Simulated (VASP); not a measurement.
# GaN (series) (F-43m) in VASP: further runs

Runs on GaN (series). Level: PBE. Tasks: single point.

Everything below comes from runs of VASP 6.6.1. Logs are shortened: lines on timing, memory, paths and dates and some standing lists are left out, and cuts for length are marked.

## 1. The cell of the first run

It takes space group F-43m (No. 216, cubic). Conventional cell: a = 4.507 Å, b = 4.507 Å, c = 4.507 Å, α = 90.00°, β = 90.00°, γ = 90.00°. Ga (site symmetry -43m) has 4 N at 1.95 Å within 2.6 Å. N (site symmetry -43m) has 4 Ga at 1.95 Å within 2.6 Å.

## 2. Single point, PBE

File INCAR:

```
SYSTEM = GaN
PREC = Accurate
ENCUT = 600
EDIFF = 1E-6
ISMEAR = 0
SIGMA = 0.1
LREAL = .False.
LASPH = .True.
NELM = 120
ALGO = Normal
ISIF = 2
LWAVE = .False.
LCHARG = .False.
GGA = PE
NBANDS = 16
GGA_COMPAT = .False.
```

File KPOINTS:

```
Automatic mesh
0
Gamma
  8 8 8
  0 0 0
```

File POSCAR:

```
GaN
1.0
    0.0000000000      2.2535006075      2.2535006075
    2.2535006075      0.0000000000      2.2535006075
    2.2535006075      2.2535006075      0.0000000000
Ga N
1 1
Direct
    0.0000000000      0.0000000000      0.0000000000
    0.7500000000      0.7500000000      0.7500000000
```

Potentials or basis: VASP PAW PBE potentials, release 64 (Ga_d, N).

Run with:

```sh
cat potpaw_PBE.64/Ga_d/POTCAR potpaw_PBE.64/N/POTCAR > POTCAR
mpirun -np 1 vasp_std > vasp.out
```

OUTCAR:

```text
SYSTEM = GaN
   PREC = Accurate
   ENCUT = 600
   EDIFF = 1E-6
   ISMEAR = 0
   LREAL = .False.
   LASPH = .True.
   NELM = 120
   ISIF = 2
   GGA = PE

 ion  position               nearest neighbor table
   1  0.000  0.000  0.000-   2 1.95   2 1.95   2 1.95   2 1.95
   2  0.750  0.750  0.750-   1 1.95   1 1.95   1 1.95   1 1.95

  LATTYP: Found a face centered cubic cell.
 ALAT       =     4.5070012150

  Lattice vectors:

 A1 = (   0.0000000000,   2.2535006075,   2.2535006075)
 A2 = (   2.2535006075,   0.0000000000,   2.2535006075)
 A3 = (   2.2535006075,   2.2535006075,   0.0000000000)

Analysis of symmetry for initial positions (statically):
=====================================================================
 Subroutine PRICEL returns:
 Original cell was already a primitive cell.

 Routine SETGRP: Setting up the symmetry group for a
 face centered cubic supercell.

 Subroutine GETGRP returns: Found 24 space group operations
 (whereof 24 operations were pure point group operations)
 out of a pool of 48 trial point group operations.

The static configuration has the point symmetry T_d .

Analysis of symmetry for dynamics (positions and initial velocities):
=====================================================================
 Subroutine PRICEL returns:
 Original cell was already a primitive cell.

 Routine SETGRP: Setting up the symmetry group for a
 face centered cubic supercell.

 Subroutine GETGRP returns: Found 24 space group operations
 (whereof 24 operations were pure point group operations)
 out of a pool of 48 trial point group operations.

The dynamic configuration has the point symmetry T_d .

 Subroutine INISYM returns: Found 24 space group operations
 (whereof 24 operations are pure point group operations),
 and found     1 'primitive' translations

----------------------------------------------------------------------------------------

                                     Primitive cell

  volume of cell :      22.8877

  direct lattice vectors                    reciprocal lattice vectors
     0.000000000  2.253500607  2.253500607    -0.221877020  0.221877020  0.221877020
     2.253500607  0.000000000  2.253500607     0.221877020 -0.221877020  0.221877020
     2.253500607  2.253500607  0.000000000     0.221877020  0.221877020 -0.221877020

  length of vectors
     3.186931122  3.186931122  3.186931122     0.384302272  0.384302272  0.384302272

[... 73 lines left out ...]
   ICHARG =      2    charge: 1-file 2-atom 10-const
   ISPIN  =      1    spin polarized calculation?
   LNONCOLLINEAR =      F non collinear calculations
   LSORBIT =      F    spin-orbit coupling
   LASPH  =      T    aspherical Exc in radial PAW
   ENCUT  =  600.0 eV  44.10 Ry    6.64 a.u.   6.37  6.37  6.37*2*pi/ulx,y,z
   NELM   =    120;   NELMIN=  2; NELMDL= -5     # of ELM steps
   EDIFF  = 0.1E-05   stopping-criterion for ELM
   LREAL  =      F    real-space projection
   EDIFFG = 0.1E-04   stopping-criterion for IOM
   NSW    =      0    number of steps for IOM
   IBRION =     -1    ionic relax: 0-MD 1-quasi-New 2-CG
   NFREE  =      0    steps in history (QN), initial steepest desc. (CG)
   ISIF   =      2    stress and relaxation
   ISYM   =      2    0-nonsym 1-usesym 2-fastsym
   POTIM  = 0.5000    time-step for ionic-motion
   TEBEG  =    0.0;   TEEND  =   0.0 temperature during run
   PSTRESS=    0.0 pullay stress
   NELECT =      18.0000    total number of electrons
   NUPDOWN=      -1.0000    fix difference up-down
   EMIN   =  10.00;   EMAX   =-10.00  energy-range for DOS
   EFERMI =   0.00;   METHOD = LEGACY
   ISMEAR =     0;   SIGMA  =   0.10  broadening in eV -4-tet -1-fermi 0-gaus
   EFERMI_NEDOS =   21; number of points for ismear=-14 and -15
   IALGO  =     38    algorithm
   IMIX   =      4    mixing-type and parameters
     AMIX     =   0.40;   BMIX     =  1.00
     AMIX_MAG =   1.60;   BMIX_MAG =  1.00
  volume/ion in A,a.u.               =      11.44        77.23
  Fermi-wavevector in a.u.,A,eV,Ry     =   1.511117  2.855596 31.068543  2.283473
  Thomas-Fermi vector in A             =   2.621216
   LORBIT       =      0    0 simple, 1 ext, 2 COOP (PROOUT), +10 PAW based schemes
   GGA     = PE    functional components
   LHFCALC =     F    Hartree Fock is set to
   AEXX    =    0.0000 exact exchange contribution
   IVDW    =     0    specifies the selected vdW correction
   LEPSILON=     F    determine dielectric tensor
   LRPA    =     F    only Hartree local field effects (RPA)
 non-spin polarized calculation
 Gauss-broadening in eV      SIGMA  =   0.10
  energy-cutoff  :      600.00
  volume of cell :       22.89
 maximum number of plane-waves:       778
 NGX is ok and might be reduce to    28
   NGX = 13   NGY = 13   NGZ = 13

 number of electron      18.0000005 magnetization

 Free energy of the ion-electron system (eV)
  ---------------------------------------------------
  ext. energy  EPLUGINS =         0.00000000
  ---------------------------------------------------
  free energy    TOTEN  =       -12.14419162 eV

  energy without entropy =      -12.14419162  energy(sigma->0) =      -12.14419162

 E-fermi :   5.7611     XC(G=0): -11.6669

 val. band max:        5.2817605614   @ k =   0.0000   0.0000   0.0000
 cond. band min:       7.0059689687   @ k =   0.0000   0.0000   0.0000
 fundamental gap:      1.7242084074
 Fermi energy:         5.7611141637

 k-point     1 :       0.0000    0.0000    0.0000
  band No.  band energies     occupation
      1     -10.6526      2.00000
      2      -8.1609      2.00000
      3      -8.1609      2.00000
      4      -8.1609      2.00000
      5      -7.8411      2.00000
      6      -7.8411      2.00000
[... 433 lines left out ...]
      3      -7.9947      2.00000
      4      -7.8610      2.00000
      5      -7.8082      2.00000
      6      -6.2860      2.00000
[... 8 lines left out ...]
     15      24.0837      0.00000
     16      26.3560      0.00000

 [... further k-points ...]
[... 5 lines left out ...]
  --------------------------------------------------------------------------------------
  -------------------------------------------------------------------------------------
  Total        0.7048424      0.7048424      0.7048424      0.0000000      0.0000000     -0.0000000
  in kB       49.3400491     49.3400491     49.3400491      0.0000000      0.0000000     -0.0000000
  external PRESSURE =      49.3400491 kB  Pullay stress =       0.0000000 kB

 VOLUME and BASIS-vectors are now :
 -----------------------------------------------------------------------------
  energy-cutoff  :      600.00
  volume of cell :       22.89
      direct lattice vectors                 reciprocal lattice vectors
     0.000000000  2.253500607  2.253500607    -0.221877020  0.221877020  0.221877020
     2.253500607  0.000000000  2.253500607     0.221877020 -0.221877020  0.221877020
     2.253500607  2.253500607  0.000000000     0.221877020  0.221877020 -0.221877020

 POSITION                                       TOTAL-FORCE (eV/Angst)
 -----------------------------------------------------------------------------------
      0.00000      0.00000      0.00000        -0.000000     -0.000000     -0.000000
      3.38025      3.38025      3.38025         0.000000      0.000000      0.000000
 -----------------------------------------------------------------------------------
    total drift:                               -0.000000     -0.000000     -0.000000

  FREE ENERGIE OF THE ION-ELECTRON SYSTEM (eV)
  ---------------------------------------------------
  free  energy   TOTEN  =       -12.1441916203 eV

  energy  without entropy=      -12.1441916203  energy(sigma->0) =      -12.14419162
```

OSZICAR:

```text
N       E                     dE             d eps       ncg     rms          rms(c)
DAV:   1     0.937026769467E+02    0.93703E+02   -0.10067E+04  1000   0.220E+03
DAV:   2    -0.691335639807E+01   -0.10062E+03   -0.93060E+02  1080   0.368E+02
DAV:   3    -0.140495915200E+02   -0.71362E+01   -0.70925E+01  1008   0.793E+01
DAV:   4    -0.141442438171E+02   -0.94652E-01   -0.94618E-01  1248   0.988E+00
DAV:   5    -0.141454385414E+02   -0.11947E-02   -0.11947E-02  1056   0.985E-01    0.771E+00
DAV:   6    -0.121430944124E+02    0.20023E+01   -0.49362E+00  1440   0.402E+01    0.267E+00
DAV:   7    -0.121513784807E+02   -0.82841E-02   -0.32189E-01   992   0.658E+00    0.174E+00
DAV:   8    -0.121477865588E+02    0.35919E-02   -0.57050E-02  1128   0.335E+00    0.743E-01
DAV:   9    -0.121439403687E+02    0.38462E-02   -0.13995E-02  1368   0.278E+00    0.194E-01
DAV:  10    -0.121442805824E+02   -0.34021E-03   -0.15049E-03  1088   0.576E-01    0.884E-02
DAV:  11    -0.121441857675E+02    0.94815E-04   -0.30068E-04  1408   0.278E-01    0.105E-02
DAV:  12    -0.121441918247E+02   -0.60571E-05   -0.30963E-05  1032   0.618E-02    0.110E-02
DAV:  13    -0.121441916203E+02    0.20441E-06   -0.11427E-06  1024   0.168E-02
   1 F= -.12144192E+02 E0= -.12144192E+02  d E =-.346775E-13
```

It took 9.8 s on 1 thread of Intel Xeon Platinum 8559C (Emerald Rapids), shared host; peak memory 0.16 GiB.

Results:

```yaml
Free_energy: -12.1442 eV
Pressure: 4.9 GPa
Band_gap_on_the_k_mesh: 1.72 eV, direct
```

Levels at points of the mesh, in eV from the valence-band top:
```
           k point  band 6  band 7  band 8  band 9  band 10  band 11  band 12  band 13
(0.00, 0.00, 0.00)  -13.12    0.00    0.00    0.00     1.72    10.30    10.30    10.30
(0.50, 0.00, 0.00)  -11.88   -7.04   -0.97   -0.97     4.64     8.73    10.37    10.37
(0.50, 0.50, 0.00)  -11.45   -6.12   -2.70   -2.70     3.35     6.66    11.71    13.96
```

## 3. Single point, PBE

File INCAR:

```
PREC = Accurate ; ENCUT = 600
EDIFF = 1E-6 ; ISMEAR = 0
SIGMA = 0.02 ; LREAL = False
LASPH = True ; NELM = 120
ALGO = Normal ; ISIF = 2
LWAVE = False ; LCHARG = True
GGA = PE ; LELF = True
LVHAR = True ; NBANDS = 16
GGA_COMPAT = False
```

File KPOINTS:

```
Automatic mesh
0
Gamma
  8 8 8
```

POSCAR is that of step 2.

Potentials or basis: VASP PAW PBE potentials, release 64 (Ga_d, N).

Run with:

```sh
cat potpaw_PBE.64/Ga_d/POTCAR potpaw_PBE.64/N/POTCAR > POTCAR
mpirun -np 1 vasp_std > vasp.out
```

It took 11 s on 1 thread of Intel Xeon Platinum 8559C (Emerald Rapids), shared host; peak memory 0.16 GiB.

The run converged. Its results:

```
Free energy            : -12.1442 eV
Pressure               : 4.9 GPa
Band gap on the k mesh : 1.72 eV, direct
```

Levels at points of the mesh, in eV from the valence-band top:
```tsv
k point	band 7	band 8	band 9	band 10	band 11	band 12
(0.00, 0.00, 0.00)	0.00	0.00	0.00	1.72	10.30	10.30
(0.50, 0.00, 0.00)	-7.04	-0.97	-0.97	4.64	8.73	10.37
(0.50, 0.50, 0.00)	-6.12	-2.70	-2.70	3.35	6.66	11.71
```

(Continued in part 2 of 3.)
